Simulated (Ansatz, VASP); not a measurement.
GaCo in VASP and in Ansatz

The input INCAR:

```
SYSTEM = GaCo
PREC     = Accurate       ! precision mode
ENCUT    = 520            ! plane-wave cutoff, eV
EDIFF    = 1E-7           ! SCF threshold, eV
ISMEAR   = 0              ! smearing method
SIGMA    = 0.1            ! smearing width, eV
LREAL    = .FALSE.        ! projectors in reciprocal space
LASPH    = .TRUE.         ! aspherical terms in the spheres
NELM     = 150            ! most SCF steps
ALGO     = Normal         ! electronic algorithm
ISIF     = 2              ! what is computed and relaxed
LWAVE    = .FALSE.        ! write WAVECAR
LCHARG   = .FALSE.        ! write CHGCAR
ISPIN    = 2              ! spin polarisation
MAGMOM   = 0 0 3 3        ! initial moments
LORBIT   = 11             ! projections on sites
LMAXMIX  = 4              ! l up to which the mixer works
GGA      = PE             ! functional
NBANDS   = 34             ! bands
```

File KPOINTS:

```
regular mesh
0
G
  6 6 4
  0 0 0
```

The input POSCAR:

```
GaCo
1.0
    4.5014368732     -1.3764156860      0.0000000000
    4.5014368732      1.3764156860      0.0000000000
   -1.2618309735      0.0000000000      3.9756151186
Ga Co
2 2
Direct
    0.1165283063      0.1165283063      0.3027743700
    0.8834716937      0.8834716937      0.6972256300
    0.6270189279      0.6270189279      0.8078154735
    0.3729810721      0.3729810721      0.1921845265
```

Input for Ansatz:

```yaml
crystal:
  lattice:
    - [4.5014368732, -1.376415686, 0.0]
    - [4.5014368732, 1.376415686, 0.0]
    - [-1.2618309735, 0.0, 3.9756151186]
  atoms:
    - { symbol: Ga, position: [0.1165283063, 0.1165283063, 0.30277437] }
    - { symbol: Ga, position: [0.8834716937, 0.8834716937, 0.69722563] }
    - { symbol: Co, position: [0.6270189279, 0.6270189279, 0.8078154735], spin: 3.0 }
    - { symbol: Co, position: [0.3729810721, 0.3729810721, 0.1921845265], spin: 3.0 }
basis:
  ecutwfc: 420
kpoints:
  mp_grid: { grid: [6, 6, 4] }
hamiltonian:
  xc: pbe
scf:
  occupations: { method: gaussian, width: 0.1 }
  lower_state_search: "off"
output:
  forces: true
  stress: true
  eigenvalues: true
  populations: true
magnetization:
  spin_polarized: true
```

Change from the starting cell: the structure that the rattled cell fell into.

Alike in both runs: task single point; functional PBE; k mesh 6 × 6 × 4; occupations gaussian, width 0.1 eV; collinear spin.

```csv
,VASP,Ansatz
version,VASP 6.6.1,Ansatz 0.2.0
potentials or method,"VASP PAW PBE potentials, release 64 (Ga_d, Co), cutoff 520 eV","scalar-relativistic, plane waves, PAW"
valence electrons in the cell,44,60
```

|  | VASP | Ansatz | Ansatz less VASP |
| --- | --- | --- | --- |
| gap on the k mesh at the Fermi level (eV) | none | none | - |
| pressure (GPa) | 0.7 | 0.6 | -0.17 |
| traceless stress, the component that is largest in VASP (GPa) | -0.55 | -0.67 | -0.128 |
| rms of the force components (eV/Å) | 0.032 | 0.034 | +0.0016 |
| net moment per atom (μB) | 0.23 | 0.24 | +0.010 |
| size of the moment on the site where the two differ most (μB) | 0.50 | 0.53 | +0.027 |

Site moments also hang on the region over which each program counts them. Atom by atom the forces differ by 0.004 eV/Å (rms over components). A gap of «none» marks a metal or a gap that the smearing closes. VASP's potentials hold 44 valence electrons a cell and Ansatz's 60, so a difference there can come from the potentials and not from the codes.

The k mesh is coarse, so the values compare programs but aren't converged.
